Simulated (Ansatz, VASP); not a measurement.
# K3HF4: VASP beside Ansatz

```
K H F
1.0
    -1.90702    2.96448    5.76784
     1.90702   -2.96448    5.76784
     1.90702    2.96448   -5.76784
K H F
3 1 4
Direct
  0.50000 0.50000 0.00000
  0.78869 0.28869 0.50000
  0.21131 0.71131 0.50000
  0.00000 0.00000 0.00000
  0.10581 0.89313 0.21268
  0.89419 0.10687 0.78732
  0.31955 0.10687 0.21268
  0.68045 0.89313 0.78732
```

Change from the starting cell: species swapped into the Sc3RhC4 type (Immm, No. 71).

Alike in both runs: functional PBE; k mesh 4 × 4 × 4; occupations gaussian, width 0.15 eV; no spin polarisation.

Ansatz relaxed the structure, and its values are those at the end. VASP's run is a single point on that final structure, the one shown.

```csv
,VASP,Ansatz
version,VASP 6.6.1,Ansatz 0.2.0
potentials or method,"VASP PAW PBE potentials, release 64 (K_sv, H, F), cutoff 520 eV","scalar-relativistic, plane waves, PAW"
valence electrons in the cell,56,56
```

|  | VASP | Ansatz | Ansatz less VASP |
| --- | --- | --- | --- |
| gap on the k mesh at the Fermi level (eV) | 3.92 | 3.93 | +0.014 |
| least direct gap on the mesh (eV) | 3.92 | 3.93 | +0.014 |
| pressure (GPa) | -0.1 | -0.1 | +0.01 |
| rms of the force components (eV/Å) | 0.011 | 0.015 | +0.0044 |

The k mesh is coarse, so the values compare programs but aren't converged.
